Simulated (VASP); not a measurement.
# CuI4 (P-43m) in VASP: single point with HSE06

Aim: the single point of CuI4 with HSE06.

Everything below comes from runs of VASP 6.6.1. Logs are shortened: lines on timing, memory, paths and dates and some standing lists are left out, and cuts for length are marked.

## (1) The cell of the first run

The structure is cubic, space group P-43m (No. 215). Conventional cell: a = 5.973 Å, b = 5.973 Å, c = 5.973 Å, α = 90.00°, β = 90.00°, γ = 90.00°. Within 3.4 Å of Cu (site symmetry -43m) lie 4 I at 2.59 Å. Within 3.4 Å of I (site symmetry 3m) lie 1 Cu at 2.59 Å.

## (2) Single point, HSE06, collinear spin, ferromagnetic start

The input, POSCAR:

```
CuI4
1.0
    5.9729880000      0.0000000000      0.0000000000
    0.0000000000      5.9729880000      0.0000000000
    0.0000000000      0.0000000000      5.9729880000
Cu I
1 4
Direct
    0.0000000000      0.0000000000      0.0000000000
    0.2500000000      0.2500000000      0.2500000000
    0.7500000000      0.7500000000      0.2500000000
    0.2500000000      0.7500000000      0.7500000000
    0.7500000000      0.2500000000      0.7500000000
```

The input, INCAR.step1:

```
PREC = Accurate ; ENCUT = 520
EDIFF = 1E-5 ; ISMEAR = -1
SIGMA = 0.1 ; LREAL = F
LASPH = T ; NELM = 150
ALGO = Normal ; ISIF = 2
LWAVE = T ; LCHARG = F
ISPIN = 2 ; MAGMOM = 0.35 0.38 0.38 0.38 0.38
LORBIT = 11 ; LMAXMIX = 4
GGA = PE ; NBANDS = 32
```

The input, INCAR.step2:

```
PREC = Accurate ; ENCUT = 520
EDIFF = 1E-6 ; ISMEAR = -1
SIGMA = 0.1 ; LREAL = F
LASPH = T ; NELM = 150
ALGO = Normal ; ISIF = 2
LWAVE = F ; LCHARG = F
ISPIN = 2 ; MAGMOM = 0.35 0.38 0.38 0.38 0.38
LORBIT = 11 ; LMAXMIX = 4
GGA = PE ; LHFCALC = T
HFSCREEN = 0.2079 ; PRECFOCK = Fast
ISTART = 1 ; NBANDS = 32
```

The input, KPOINTS:

```
regular mesh
0
Gamma
  2 2 2
```

Potentials or basis: VASP PAW PBE potentials, release 64 (Cu, I).

The run is started by

```bash
> cat potpaw_PBE.64/Cu/POTCAR potpaw_PBE.64/I/POTCAR > POTCAR
> cp INCAR.step1 INCAR
> mpirun -np 1 vasp_std > vasp.out
> cp INCAR.step2 INCAR
> mpirun -np 1 vasp_std > vasp.out
```

OUTCAR:

```text
PREC = Accurate
   ENCUT = 520
   EDIFF = 1E-6
   ISMEAR = -1
   LREAL = F
   LASPH = T
   NELM = 150
   ISIF = 2
   ISPIN = 2
   LORBIT = 11
   GGA = PE
   LHFCALC = T
   HFSCREEN = 0.2079
   PRECFOCK = Fast
   ISTART = 1

 ion  position               nearest neighbor table
   1  0.000  0.000  0.000-   2 2.59   3 2.59   4 2.59   5 2.59
   2  0.250  0.250  0.250-   1 2.59
   3  0.750  0.750  0.250-   1 2.59
   4  0.250  0.750  0.750-   1 2.59
   5  0.750  0.250  0.750-   1 2.59

  LATTYP: Found a simple cubic cell.
 ALAT       =     5.9729880000

  Lattice vectors:

 A1 = (   5.9729880000,   0.0000000000,   0.0000000000)
 A2 = (   0.0000000000,   5.9729880000,   0.0000000000)
 A3 = (   0.0000000000,   0.0000000000,   5.9729880000)

Analysis of symmetry for initial positions (statically):
=====================================================================
 Subroutine PRICEL returns:
 Original cell was already a primitive cell.

 Routine SETGRP: Setting up the symmetry group for a
 simple cubic supercell.

 Subroutine GETGRP returns: Found 24 space group operations
 (whereof 24 operations were pure point group operations)
 out of a pool of 48 trial point group operations.

The static configuration has the point symmetry T_d .

Analysis of symmetry for dynamics (positions and initial velocities):
=====================================================================
 Subroutine PRICEL returns:
 Original cell was already a primitive cell.

 Routine SETGRP: Setting up the symmetry group for a
 simple cubic supercell.

 Subroutine GETGRP returns: Found 24 space group operations
 (whereof 24 operations were pure point group operations)
 out of a pool of 48 trial point group operations.

The dynamic configuration has the point symmetry T_d .

Analysis of structural, dynamic, and magnetic symmetry:
=====================================================================
 Subroutine PRICEL returns:
 Original cell was already a primitive cell.

 Routine SETGRP: Setting up the symmetry group for a
 simple cubic supercell.

 Subroutine GETGRP returns: Found 24 space group operations
 (whereof 24 operations were pure point group operations)
 out of a pool of 48 trial point group operations.

The overall configuration has the point symmetry T_d .

 Subroutine INISYM returns: Found 24 space group operations
 (whereof 24 operations are pure point group operations),
 and found     1 'primitive' translations

----------------------------------------------------------------------------------------

                                     Primitive cell

  volume of cell :     213.0958

  direct lattice vectors                    reciprocal lattice vectors
     5.972988000  0.000000000  0.000000000     0.167420393  0.000000000  0.000000000
     0.000000000  5.972988000  0.000000000     0.000000000  0.167420393  0.000000000
     0.000000000  0.000000000  5.972988000     0.000000000  0.000000000  0.167420393

  length of vectors
     5.972988000  5.972988000  5.972988000     0.167420393  0.167420393  0.167420393

  position of ions in fractional coordinates (direct lattice)
     0.000000000  0.000000000  0.000000000
     0.250000000  0.250000000  0.250000000
     0.750000000  0.750000000  0.250000000
     0.250000000  0.750000000  0.750000000
     0.750000000  0.250000000  0.750000000

  ion indices of the primitive-cell ions
   primitive index   ion index
                 1           1
                 2           2
                 3           3
                 4           4
                 5           5

----------------------------------------------------------------------------------------

 KPOINTS: regular mesh

Automatic generation of k-mesh.
 Grid dimensions read from file:
 generate k-points for:    2    2    2

 Generating k-lattice:

  Cartesian coordinates                     Fractional coordinates (reciprocal lattice)
     0.083710197  0.000000000  0.000000000     0.500000000  0.000000000  0.000000000
     0.000000000  0.083710197  0.000000000     0.000000000  0.500000000  0.000000000
     0.000000000  0.000000000  0.083710197     0.000000000  0.000000000  0.500000000

  Length of vectors
     0.083710197  0.083710197  0.083710197

  Shift w.r.t. Gamma in fractional coordinates (k-lattice)
     0.000000000  0.000000000  0.000000000

 Subroutine IBZKPT returns following result:
 ===========================================

 Found      4 irreducible k-points:

 Following reciprocal coordinates:
            Coordinates               Weight
  0.000000  0.000000  0.000000      1.000000
  0.500000  0.000000  0.000000      3.000000
  0.500000  0.500000  0.000000      3.000000
  0.500000  0.500000  0.500000      1.000000
   k-points           NKPTS =      4   k-points in BZ     NKDIM =      8   number of bands    NBANDS=     32
   number of dos      NEDOS =    301   number of ions     NIONS =      5
   total plane-waves  NPLWV = 110592
   dimension x,y,z NGX =    48 NGY =   48 NGZ =   48
   dimension x,y,z NGXF=    96 NGYF=   96 NGZF=   96
   ions per type =               1   4
   NGX,Y,Z   is equivalent  to a cutoff of  13.36, 13.36, 13.36 a.u.
   NGXF,Y,Z  is equivalent  to a cutoff of  26.72, 26.72, 26.72 a.u.
 SYSTEM =  unknown system
   PREC   = accura    normal or accurate (medium, high low for compatibility)
   ISTART =      1    job   : 0-new  1-cont  2-samecut
   ICHARG =      0    charge: 1-file 2-atom 10-const
   ISPIN  =      2    spin polarized calculation?
   LNONCOLLINEAR =      F non collinear calculations
   LSORBIT =      F    spin-orbit coupling
   LASPH  =      T    aspherical Exc in radial PAW
   ENCUT  =  520.0 eV  38.22 Ry    6.18 a.u.  11.11 11.11 11.11*2*pi/ulx,y,z
   NELM   =    150;   NELMIN=  2; NELMDL=  0     # of ELM steps
   EDIFF  = 0.1E-05   stopping-criterion for ELM
   LREAL  =      F    real-space projection
   EDIFFG = 0.1E-04   stopping-criterion for IOM
   NSW    =      0    number of steps for IOM
   IBRION =     -1    ionic relax: 0-MD 1-quasi-New 2-CG
   NFREE  =      0    steps in history (QN), initial steepest desc. (CG)
   ISIF   =      2    stress and relaxation
   ISYM   =      3    0-nonsym 1-usesym 2-fastsym
   POTIM  = 0.5000    time-step for ionic-motion
   TEBEG  =    0.0;   TEEND  =   0.0 temperature during run
   PSTRESS=    0.0 pullay stress
   NELECT =      39.0000    total number of electrons
   NUPDOWN=      -1.0000    fix difference up-down
   EMIN   =  10.00;   EMAX   =-10.00  energy-range for DOS
   EFERMI =   0.00;   METHOD = LEGACY
   ISMEAR =    -1;   SIGMA  =   0.10  broadening in eV -4-tet -1-fermi 0-gaus
   EFERMI_NEDOS =   21; number of points for ismear=-14 and -15
   IALGO  =     38    algorithm
   IMIX   =      1    mixing-type and parameters
     AMIX     =   0.40;   BMIX     =  1.00
     AMIX_MAG =   1.60;   BMIX_MAG =  1.00
  volume/ion in A,a.u.               =      42.62       287.61
  Fermi-wavevector in a.u.,A,eV,Ry     =   0.929476  1.756454 11.754415  0.863925
  Thomas-Fermi vector in A             =   2.055762
   LORBIT       =     11    0 simple, 1 ext, 2 COOP (PROOUT), +10 PAW based schemes
   GGA     = PE    functional components
   LHFCALC =     T    Hartree Fock is set to
   PRECFOCK=fast      Normal, Fast or Accurate (Low or Medium for compatibility)
   ENCUT4O =  -1.0   cutoff for four orbital integrals eV
   NKREDX  =     1    reduce k-point grid by
   NKREDY  =     1    reduce k-point grid by
   NKREDZ  =     1    reduce k-point grid by
   AEXX    =    0.2500 exact exchange contribution
   HFSCREEN=    0.2079 screening length (either q_TF or 0.3 A-1)
   HFSCREENC=   0.2079 screening length for correlation (either q_TF or 0.3 A-1)
   ENCUTFOCK=  -1.0 apply spherical cutoff to Coloumb kernel
   IVDW    =     0    specifies the selected vdW correction
   LEPSILON=     F    determine dielectric tensor
   LRPA    =     F    only Hartree local field effects (RPA)
 spin polarized calculation
  energy-cutoff  :      520.00
  volume of cell :      213.10
 maximum number of plane-waves:      5832
 NGX is ok and might be reduce to    48
  NGX = 24; NGY = 24; NGZ = 24

 number of electron      39.0000021 magnetization       2.9927977

 Free energy of the ion-electron system (eV)
  ---------------------------------------------------
  ext. energy  EPLUGINS =         0.00000000
  ---------------------------------------------------
  free energy    TOTEN  =       -10.57806190 eV

  energy without entropy =      -10.41688082  energy(sigma->0) =      -10.49747136

 E-fermi :   0.9748     XC(G=0):  -6.5021

 val. band max:        0.5487101352   @ k =   0.5000   0.0000   0.0000
 cond. band min:       1.0374711699   @ k =   0.5000   0.5000   0.0000
 fundamental gap:      0.4887610346
 Fermi energy:         0.9747671522

 spin component 1

 k-point     1 :       0.0000    0.0000    0.0000
  band No.  band energies     occupation
      1     -12.8309      1.00000
      2     -12.0827      1.00000
      3     -12.0827      1.00000
      4     -12.0825      1.00000
      5      -3.5183      1.00000
      6      -3.1482      1.00000
[... 125 lines left out ...]
     30      10.2650      0.00000
     31      10.4320      0.00000
 Fermi energy:         0.9747671522

 spin component 2

 k-point     1 :       0.0000    0.0000    0.0000
  band No.  band energies     occupation
      1     -12.1430      1.00000
      2     -11.2799      1.00000
      3     -11.2799      1.00000
      4     -11.2798      1.00000
      5      -3.0903      1.00000
      6      -2.6264      1.00000
[... 125 lines left out ...]
     30      10.5251      0.00000
     31      10.7410      0.00000
 [bands above 31 left out]

------------------------ aborting loop because EDIFF is reached ----------------------------------------

  FORCE on cell =-STRESS in cart. coord.  units (eV):
  Direction    XX          YY          ZZ          XY          YZ          ZX
  --------------------------------------------------------------------------------------
  -------------------------------------------------------------------------------------
  Total       -2.6261344     -2.6261344     -2.6261344      0.0000000      0.0000000      0.0000000
  in kB      -19.7447936    -19.7447936    -19.7447936      0.0000000      0.0000000      0.0000000
  external PRESSURE =     -19.7447936 kB  Pullay stress =       0.0000000 kB

 VOLUME and BASIS-vectors are now :
 -----------------------------------------------------------------------------
  energy-cutoff  :      520.00
  volume of cell :      213.10
      direct lattice vectors                 reciprocal lattice vectors
     5.972988000  0.000000000  0.000000000     0.167420393  0.000000000  0.000000000
     0.000000000  5.972988000  0.000000000     0.000000000  0.167420393  0.000000000
     0.000000000  0.000000000  5.972988000     0.000000000  0.000000000  0.167420393

 POSITION                                       TOTAL-FORCE (eV/Angst)
 -----------------------------------------------------------------------------------
      0.00000      0.00000      0.00000         0.000000      0.000000      0.000000
      1.49325      1.49325      1.49325        -0.144460     -0.144460     -0.144460
      4.47974      4.47974      1.49325         0.144460      0.144460     -0.144460
      1.49325      4.47974      4.47974        -0.144460      0.144460      0.144460
      4.47974      1.49325      4.47974         0.144460     -0.144460      0.144460
 -----------------------------------------------------------------------------------
    total drift:                               -0.000622     -0.000587     -0.000655

  FREE ENERGIE OF THE ION-ELECTRON SYSTEM (eV)
  ---------------------------------------------------
  free  energy   TOTEN  =       -10.5780619019 eV

  energy  without entropy=      -10.4168808168  energy(sigma->0) =      -10.49747136

 total charge

# of ion       s       p       d       tot
------------------------------------------
    1        0.346   0.297   9.240   9.883
    2        1.525   2.730   0.013   4.269
    3        1.525   2.730   0.013   4.269
    4        1.525   2.730   0.013   4.269
    5        1.525   2.730   0.013   4.269
--------------------------------------------------
tot          6.447  11.218   9.292  26.958

 magnetization (x)

# of ion       s       p       d       tot
------------------------------------------
    1       -0.017   0.004   0.348   0.335
    2        0.013   0.467  -0.001   0.479
    3        0.013   0.467  -0.001   0.479
    4        0.013   0.467  -0.001   0.479
    5        0.013   0.467  -0.001   0.479
--------------------------------------------------
tot          0.037   1.872   0.343   2.253
```

Wall time 11 min (1 thread of Intel Xeon Platinum 8488C (Sapphire Rapids), shared host); peak memory 0.52 GiB.

What came out:

- Free energy: -10.5781 eV
- Pressure: -2.0 GPa
- Band gap on the k mesh: zero (filled and empty bands overlap)
- Net moment: 2.99 μB per cell
- Site moments: Cu +0.34; I +0.48 μB
- Valence electrons inside the program's atomic spheres: Cu 9.88; I 4.27

Caveat: the k points lie up to 0.53 Å⁻¹ apart; the PAW data sets were made with another functional, which shifts forces and pressure a little; spin-orbit coupling is left out, which moves the levels of the heavy elements.
